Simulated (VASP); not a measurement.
Write the native input for VASP 6.6.1 that does the following.

```
Task                   : single point
Functional             : PBE
Potentials or basis    : VASP PAW PBE potentials, release 64 (Tl_d)
Cutoff                 : 520 eV
k mesh                 : 17 × 17 × 9
Occupations            : fermi-dirac, width 0.1 eV
Spin                   : no spin polarisation
Dipole correction      : no
Further INCAR settings : ALGO = Normal; EDIFF = 1e-06; NBANDS = 20
```

The structure of Tl lies in POSCAR:

```
Tl
1.0
    3.5417587894      0.0000000000      0.0000000000
   -1.7708793947      3.0672530857      0.0000000000
    0.0000000000      0.0000000000      5.5656888126
Tl
2
Direct
    0.3333333333      0.6666666667      0.2500000000
    0.6666666667      0.3333333333      0.7500000000
```

One way to write it, as run:

INCAR

```
SYSTEM = Tl
PREC = Accurate
ENCUT = 520
EDIFF = 1E-6
ISMEAR = -1
SIGMA = 0.1
LREAL = .FALSE.
LASPH = .TRUE.
NELM = 100
ALGO = Normal
ISIF = 2
LWAVE = .FALSE.
LCHARG = .TRUE.
GGA = PE
LELF = .TRUE.
LVHAR = .TRUE.
NBANDS = 20
```

KPOINTS

```
regular mesh
0
G
  17 17 9
  0 0 0
```

Potentials or basis: VASP PAW PBE potentials, release 64 (Tl_d).

Run with:

```sh
$ cat potpaw_PBE.64/Tl_d/POTCAR > POTCAR
$ mpirun -np 1 vasp_std > vasp.out
```

It gave:

```
Pressure               : 1.1 GPa
Band gap on the k mesh : zero (bands 13 and 14 overlap by 4.47 eV)
```

Caveat: spin-orbit coupling is left out, which moves the levels of the heavy elements.

Wall time 78 s on 1 thread of Intel(R) Xeon(R) Platinum 8488C (Sapphire Rapids) (shared host), peak memory 0.29 GiB.
